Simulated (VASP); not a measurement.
# MnSi (F-43m) in VASP: settings compared

MnSi is run at these levels: PBE-based screened hybrid with 50 % exact exchange, PBE0; tasks: single point.

Everything below comes from runs of VASP 6.6.1. Logs are shortened: lines on timing, memory, paths and dates and some standing lists are left out, and cuts for length are marked.

## (1) The cell of the first run

Symmetry: F-43m, No. 216, cubic system. The conventional cell has a = 5.054 Å, b = 5.054 Å, c = 5.054 Å, α = 90.00°, β = 90.00°, γ = 90.00°. Within 2.9 Å of Mn (site symmetry -43m) lie 4 Si at 2.19 Å. Si (site symmetry -43m) has 4 Mn at 2.19 Å within 2.9 Å.

## (2) Single point, PBE-based screened hybrid with 50 % exact exchange, collinear spin, ferromagnetic start

POSCAR

```
MnSi
1.0
    0.0000000000      2.5272246000      2.5272246000
    2.5272246000      0.0000000000      2.5272246000
    2.5272246000      2.5272246000      0.0000000000
Mn Si
1 1
Direct
    0.0000000000      0.0000000000      0.0000000000
    0.2500000000      0.2500000000      0.2500000000
```

INCAR.step1

```
SYSTEM = MnSi
ALGO = Normal
EDIFF = 1E-5
ENCUT = 520
GGA = PE
ISIF = 2
ISMEAR = -1
ISPIN = 2
LASPH = .TRUE.
LCHARG = .FALSE.
LMAXMIX = 4
LORBIT = 11
LREAL = .FALSE.
LWAVE = .TRUE.
MAGMOM = 4 0
NBANDS = 20
NELM = 150
PREC = Accurate
SIGMA = 0.05
```

INCAR.step2

```
SYSTEM = MnSi
AEXX = 0.5
ALGO = Normal
EDIFF = 1E-7
ENCUT = 520
GGA = PE
HFSCREEN = 0.2
ISIF = 2
ISMEAR = -1
ISPIN = 2
ISTART = 1
LASPH = .TRUE.
LCHARG = .FALSE.
LHFCALC = .TRUE.
LMAXMIX = 4
LORBIT = 11
LREAL = .FALSE.
LWAVE = .FALSE.
MAGMOM = 4 0
NBANDS = 20
NELM = 150
PREC = Accurate
PRECFOCK = Normal
SIGMA = 0.05
```

KPOINTS

```
k-points
0
G
  5 5 5
  0 0 0
```

Potentials or basis: VASP PAW PBE potentials, release 64 (Mn_pv, Si).

Run with:

```console
> cat potpaw_PBE.64/Mn_pv/POTCAR potpaw_PBE.64/Si/POTCAR > POTCAR
> cp INCAR.step1 INCAR
> mpirun -np 1 vasp_std > vasp.out
> cp INCAR.step2 INCAR
> mpirun -np 1 vasp_std > vasp.out
```

OUTCAR:

```text
SYSTEM = MnSi
   AEXX = 0.5
   EDIFF = 1E-7
   ENCUT = 520
   GGA = PE
   HFSCREEN = 0.2
   ISIF = 2
   ISMEAR = -1
   ISPIN = 2
   ISTART = 1
   LASPH = .TRUE.
   LHFCALC = .TRUE.
   LORBIT = 11
   LREAL = .FALSE.
   NELM = 150
   PREC = Accurate
   PRECFOCK = Normal

 ion  position               nearest neighbor table
   1  0.000  0.000  0.000-   2 2.19   2 2.19   2 2.19   2 2.19
   2  0.250  0.250  0.250-   1 2.19   1 2.19   1 2.19   1 2.19

  LATTYP: Found a face centered cubic cell.
 ALAT       =     5.0544492000

  Lattice vectors:

 A1 = (   0.0000000000,   2.5272246000,   2.5272246000)
 A2 = (   2.5272246000,   0.0000000000,   2.5272246000)
 A3 = (   2.5272246000,   2.5272246000,   0.0000000000)

Analysis of symmetry for initial positions (statically):
=====================================================================
 Subroutine PRICEL returns:
 Original cell was already a primitive cell.

 Routine SETGRP: Setting up the symmetry group for a
 face centered cubic supercell.

 Subroutine GETGRP returns: Found 24 space group operations
 (whereof 24 operations were pure point group operations)
 out of a pool of 48 trial point group operations.

The static configuration has the point symmetry T_d .

Analysis of symmetry for dynamics (positions and initial velocities):
=====================================================================
 Subroutine PRICEL returns:
 Original cell was already a primitive cell.

 Routine SETGRP: Setting up the symmetry group for a
 face centered cubic supercell.

 Subroutine GETGRP returns: Found 24 space group operations
 (whereof 24 operations were pure point group operations)
 out of a pool of 48 trial point group operations.

The dynamic configuration has the point symmetry T_d .

Analysis of structural, dynamic, and magnetic symmetry:
=====================================================================
 Subroutine PRICEL returns:
 Original cell was already a primitive cell.

 Routine SETGRP: Setting up the symmetry group for a
 face centered cubic supercell.

 Subroutine GETGRP returns: Found 24 space group operations
 (whereof 24 operations were pure point group operations)
 out of a pool of 48 trial point group operations.

The overall configuration has the point symmetry T_d .

 Subroutine INISYM returns: Found 24 space group operations
 (whereof 24 operations are pure point group operations),
 and found     1 'primitive' translations

----------------------------------------------------------------------------------------

                                     Primitive cell

  volume of cell :      32.2821

  direct lattice vectors                    reciprocal lattice vectors
     0.000000000  2.527224600  2.527224600    -0.197845494  0.197845494  0.197845494
     2.527224600  0.000000000  2.527224600     0.197845494 -0.197845494  0.197845494
     2.527224600  2.527224600  0.000000000     0.197845494  0.197845494 -0.197845494

  length of vectors
     3.574035304  3.574035304  3.574035304     0.342678448  0.342678448  0.342678448

  position of ions in fractional coordinates (direct lattice)
     0.000000000  0.000000000  0.000000000
     0.250000000  0.250000000  0.250000000

  ion indices of the primitive-cell ions
   primitive index   ion index
                 1           1
                 2           2

----------------------------------------------------------------------------------------

 KPOINTS: k-points

Automatic generation of k-mesh.
 Grid dimensions read from file:
 generate k-points for:    5    5    5

 Generating k-lattice:

  Cartesian coordinates                     Fractional coordinates (reciprocal lattice)
    -0.039569099  0.039569099  0.039569099     0.200000000  0.000000000  0.000000000
     0.039569099 -0.039569099  0.039569099     0.000000000  0.200000000  0.000000000
     0.039569099  0.039569099 -0.039569099     0.000000000  0.000000000  0.200000000

  Length of vectors
     0.068535690  0.068535690  0.068535690

  Shift w.r.t. Gamma in fractional coordinates (k-lattice)
     0.000000000  0.000000000  0.000000000

 Subroutine IBZKPT returns following result:
 ===========================================

 Found     10 irreducible k-points:

 Following reciprocal coordinates:
            Coordinates               Weight
  0.000000  0.000000  0.000000      1.000000
  0.200000  0.000000  0.000000      8.000000
  0.400000  0.000000  0.000000      8.000000
  0.200000  0.200000  0.000000      6.000000
  0.400000  0.200000  0.000000     24.000000
 -0.400000  0.200000  0.000000     24.000000
 -0.200000  0.200000  0.000000     12.000000
  0.400000  0.400000  0.000000      6.000000
 -0.400000  0.400000  0.000000     12.000000
 -0.400000  0.400000  0.200000     24.000000
   k-points           NKPTS =     10   k-points in BZ     NKDIM =    125   number of bands    NBANDS=     20
   number of dos      NEDOS =    301   number of ions     NIONS =      2
   total plane-waves  NPLWV =  21952
   dimension x,y,z NGX =    28 NGY =   28 NGZ =   28
   dimension x,y,z NGXF=    56 NGYF=   56 NGZF=   56
   ions per type =               1   1
   NGX,Y,Z   is equivalent  to a cutoff of  13.02, 13.02, 13.02 a.u.
   NGXF,Y,Z  is equivalent  to a cutoff of  26.05, 26.05, 26.05 a.u.
 SYSTEM =  MnSi
   PREC   = accura    normal or accurate (medium, high low for compatibility)
   ISTART =      1    job   : 0-new  1-cont  2-samecut
   ICHARG =      0    charge: 1-file 2-atom 10-const
   ISPIN  =      2    spin polarized calculation?
   LNONCOLLINEAR =      F non collinear calculations
   LSORBIT =      F    spin-orbit coupling
   LASPH  =      T    aspherical Exc in radial PAW
   ENCUT  =  520.0 eV  38.22 Ry    6.18 a.u.   6.65  6.65  6.65*2*pi/ulx,y,z
   NELM   =    150;   NELMIN=  2; NELMDL=  0     # of ELM steps
   EDIFF  = 0.1E-06   stopping-criterion for ELM
   LREAL  =      F    real-space projection
   EDIFFG = 0.1E-05   stopping-criterion for IOM
   NSW    =      0    number of steps for IOM
   IBRION =     -1    ionic relax: 0-MD 1-quasi-New 2-CG
   NFREE  =      0    steps in history (QN), initial steepest desc. (CG)
   ISIF   =      2    stress and relaxation
   ISYM   =      3    0-nonsym 1-usesym 2-fastsym
   POTIM  = 0.5000    time-step for ionic-motion
   TEBEG  =    0.0;   TEEND  =   0.0 temperature during run
   PSTRESS=    0.0 pullay stress
   NELECT =      17.0000    total number of electrons
   NUPDOWN=      -1.0000    fix difference up-down
   EMIN   =  10.00;   EMAX   =-10.00  energy-range for DOS
   EFERMI =   0.00;   METHOD = LEGACY
   ISMEAR =    -1;   SIGMA  =   0.05  broadening in eV -4-tet -1-fermi 0-gaus
   EFERMI_NEDOS =   21; number of points for ismear=-14 and -15
   IALGO  =     38    algorithm
   IMIX   =      1    mixing-type and parameters
     AMIX     =   0.40;   BMIX     =  1.00
     AMIX_MAG =   1.60;   BMIX_MAG =  1.00
  volume/ion in A,a.u.               =      16.14       108.93
  Fermi-wavevector in a.u.,A,eV,Ry     =   1.322018  2.498251 23.779324  1.747731
  Thomas-Fermi vector in A             =   2.451729
   LORBIT       =     11    0 simple, 1 ext, 2 COOP (PROOUT), +10 PAW based schemes
   GGA     = PE    functional components
   LHFCALC =     T    Hartree Fock is set to
   PRECFOCK=normal    Normal, Fast or Accurate (Low or Medium for compatibility)
   ENCUT4O =  -1.0   cutoff for four orbital integrals eV
   NKREDX  =     1    reduce k-point grid by
   NKREDY  =     1    reduce k-point grid by
   NKREDZ  =     1    reduce k-point grid by
   AEXX    =    0.5000 exact exchange contribution
   HFSCREEN=    0.2000 screening length (either q_TF or 0.3 A-1)
   HFSCREENC=   0.2000 screening length for correlation (either q_TF or 0.3 A-1)
   ENCUTFOCK=  -1.0 apply spherical cutoff to Coloumb kernel
   IVDW    =     0    specifies the selected vdW correction
   LEPSILON=     F    determine dielectric tensor
   LRPA    =     F    only Hartree local field effects (RPA)
 spin polarized calculation
  energy-cutoff  :      520.00
  volume of cell :       32.28
 maximum number of plane-waves:       893
  NGX = 20; NGY = 20; NGZ = 20

 number of electron      17.0000013 magnetization       3.0000556

 Free energy of the ion-electron system (eV)
  ---------------------------------------------------
  ext. energy  EPLUGINS =         0.00000000
  ---------------------------------------------------
  free energy    TOTEN  =       -21.79185849 eV

  energy without entropy =      -21.78420174  energy(sigma->0) =      -21.78803012

 E-fermi :   6.2269     XC(G=0):  -7.0190

 val. band max:        6.1900693434   @ k =   0.4000   0.4000   0.0000
 cond. band min:       7.2877860002   @ k =   0.4000   0.4000   0.0000
 fundamental gap:      1.0977166567
 Fermi energy:         6.2268952512

 spin component 1

 k-point     1 :       0.0000    0.0000    0.0000
  band No.  band energies     occupation
      1     -52.2862      1.00000
      2     -52.2862      1.00000
      3     -52.2862      1.00000
      4      -6.1354      1.00000
      5      -0.6055      1.00000
      6      -0.6055      1.00000
[... 12 lines left out ...]
     19      22.9345      0.00000
[... 190 lines left out ...]
      3     -52.2901      1.00000
      4      -2.8281      1.00000
      5      -0.8826      1.00000
      6      -0.2531      1.00000
[... 12 lines left out ...]
     19      27.7130      0.00000
     20      29.4930      0.00000
 Fermi energy:         6.2268952512

 spin component 2

 k-point     1 :       0.0000    0.0000    0.0000
  band No.  band energies     occupation
      1     -45.1748      1.00000
      2     -45.1748      1.00000
      3     -45.1748      1.00000
      4      -7.0006      1.00000
      5       4.7996      1.00000
      6       4.7996      1.00000
[... 12 lines left out ...]
     19      23.9682      0.00000
[... 191 lines left out ...]
      4      -3.1795      1.00000
      5       1.8564      1.00000
      6       3.3767      1.00000
[... 12 lines left out ...]
     19      27.8457      0.00000
     20      29.9532      0.00000

------------------------ aborting loop because EDIFF is reached ----------------------------------------

  FORCE on cell =-STRESS in cart. coord.  units (eV):
  Direction    XX          YY          ZZ          XY          YZ          ZX
  --------------------------------------------------------------------------------------
  -------------------------------------------------------------------------------------
  Total        8.2630745      8.2630745      8.2630745      0.0000000      0.0000000      0.0000000
  in kB      410.1009130    410.1009130    410.1009130      0.0000000      0.0000000      0.0000000
  external PRESSURE =     410.1009130 kB  Pullay stress =       0.0000000 kB

 VOLUME and BASIS-vectors are now :
 -----------------------------------------------------------------------------
  energy-cutoff  :      520.00
  volume of cell :       32.28
      direct lattice vectors                 reciprocal lattice vectors
     0.000000000  2.527224600  2.527224600    -0.197845494  0.197845494  0.197845494
     2.527224600  0.000000000  2.527224600     0.197845494 -0.197845494  0.197845494
     2.527224600  2.527224600  0.000000000     0.197845494  0.197845494 -0.197845494

 POSITION                                       TOTAL-FORCE (eV/Angst)
 -----------------------------------------------------------------------------------
      0.00000      0.00000      0.00000         0.000000      0.000000      0.000000
      1.26361      1.26361      1.26361        -0.000000     -0.000000     -0.000000
 -----------------------------------------------------------------------------------
    total drift:                                0.000001     -0.000001      0.000000

  FREE ENERGIE OF THE ION-ELECTRON SYSTEM (eV)
  ---------------------------------------------------
  free  energy   TOTEN  =       -21.7918584940 eV

  energy  without entropy=      -21.7842017413  energy(sigma->0) =      -21.78803012

 total charge

# of ion       s       p       d       tot
------------------------------------------
    1        0.469   6.356   5.108  11.933
    2        0.894   1.107   0.000   2.002
--------------------------------------------------
tot          1.364   7.463   5.108  13.934

 magnetization (x)

# of ion       s       p       d       tot
------------------------------------------
    1        0.055  -0.054   3.739   3.739
    2       -0.065  -0.462   0.000  -0.527
--------------------------------------------------
tot         -0.010  -0.516   3.739   3.213
```

Run time: 43 min. Hardware: 1 thread of Intel Xeon Platinum 8259CL at 2.50GHz (Skylake/Cascade Lake), shared host; peak memory 0.28 GiB.

What came out:

* Free energy: -21.7919 eV
* Pressure: 41.0 GPa
* Band gap on the k mesh: zero (filled and empty bands overlap)
* Net moment: 3.00 μB per cell
* Site moments: Mn +3.74; Si -0.53 μB
* Valence electrons inside the program's atomic spheres: Mn 11.93; Si 2.00

Caveat: the k points lie up to 0.43 Å⁻¹ apart, too coarse for converged energies and pressures of a metal; the PAW data sets were made with another functional, which shifts forces and pressure a little.

## (3) Single point, PBE0, collinear spin, ferromagnetic start

This run uses another cell than the first one, of 23.10 Å³/atom.

POSCAR

```
MnSi
1.0
    0.0000000000      2.8480863293      2.8480863293
    2.8480863293      0.0000000000      2.8480863293
    2.8480863293      2.8480863293      0.0000000000
Mn Si
1 1
Direct
    0.0000000000      0.0000000000      0.0000000000
    0.2500000000      0.2500000000      0.2500000000
```

INCAR.step1

```
PREC = Accurate ; ENCUT = 520
EDIFF = 1E-5 ; ISMEAR = -1
SIGMA = 0.05 ; LREAL = F
LASPH = T ; NELM = 150
ALGO = Normal ; ISIF = 2
LWAVE = T ; ISPIN = 2
MAGMOM = 4 0 ; LORBIT = 11
LMAXMIX = 4 ; NBANDS = 20
GGA = PE
```

INCAR.step2

```
PREC = Accurate ; ENCUT = 520
EDIFF = 1E-6 ; ISMEAR = -1
SIGMA = 0.05 ; LREAL = F
LASPH = T ; NELM = 150
ALGO = Normal ; ISIF = 2
LWAVE = F ; LCHARG = T
ISPIN = 2 ; MAGMOM = 4 0
LORBIT = 11 ; LMAXMIX = 4
GGA = PE ; LHFCALC = T
AEXX = 0.25 ; PRECFOCK = Normal
LELF = T ; LVHAR = T
NBANDS = 20 ; ISTART = 1
```

KPOINTS

```
regular mesh
0
Gamma
  5 5 5
```

Potentials or basis: VASP PAW PBE potentials, release 64 (Mn_pv, Si).

Run with:

```console
> cat potpaw_PBE.64/Mn_pv/POTCAR potpaw_PBE.64/Si/POTCAR > POTCAR
> cp INCAR.step1 INCAR
> mpirun -np 1 vasp_std > vasp.out
> cp INCAR.step2 INCAR
> mpirun -np 1 vasp_std > vasp.out
```

It took 68 min on 1 thread of Oxide Virtual Turin-like, shared host; peak memory 0.18 GiB.

The run converged. Its results:

```
Free energy                                           : -19.3632 eV
Pressure                                              : 0.0 GPa
Band gap on the k mesh                                : zero (filled and empty bands overlap)
Net moment                                            : 3.00 μB per cell
Site moments                                          : Mn +3.91; Si -0.48 μB
Valence electrons inside the program's atomic spheres : Mn 11.49; Si 1.72
```

Levels at points of the mesh, in eV from the Fermi level:
Spin up:
```csv
k point,band 6,band 7,band 8,band 9,band 10,band 11,band 12,band 13,band 14,band 15
"(0.00, 0.00, 0.00)",-4.84,-4.84,-4.44,-4.44,5.84,5.84,5.84,7.26,8.05,8.05
```
Spin down:
| k point | band 4 | band 5 | band 6 | band 7 | band 8 | band 9 | band 10 | band 11 |
| --- | --- | --- | --- | --- | --- | --- | --- | --- |
| (0.00, 0.00, 0.00) | -10.32 | -0.98 | -0.98 | -0.98 | 3.73 | 3.73 | 7.08 | 7.42 |

Caveat: the k points lie up to 0.38 Å⁻¹ apart, too coarse for converged energies and pressures of a metal; the PAW data sets were made with another functional, which shifts forces and pressure a little.

The gap in the log of VASP goes by the Fermi energy; the results here count the filled bands.